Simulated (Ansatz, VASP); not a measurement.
**AlN: VASP beside Ansatz**

```xyz
2
Lattice="0.0000 2.1711 2.1711 2.1711 0.0000 2.1711 2.1711 2.1711 0.0000" Properties=species:S:1:pos:R:3 pbc="T T T"
Al    0.0000    0.0000    0.0000
N     1.0856    1.0856    1.0856
```

Alike in both runs: task single point; functional LDA; k mesh 10 × 10 × 10; occupations gaussian, width 0.02 eV; no spin polarisation.

```csv
,VASP,Ansatz
version,VASP 6.6.1,Ansatz 0.2.0
potentials or method,"VASP PAW LDA potentials, release 64 (Al, N), cutoff 600 eV","scalar-relativistic, plane waves, PAW"
valence electrons in the cell,8,8
```

```csv
,VASP,Ansatz,Ansatz less VASP
gap on the k mesh at the Fermi level (eV),3.23,3.25,+0.021
least direct gap on the mesh (eV),4.39,4.39,-0.006
pressure (GPa),0.5,0.0,-0.54
```

LDA's correlation is that of Perdew and Zunger in VASP and of Perdew and Wang (1992) in Ansatz.
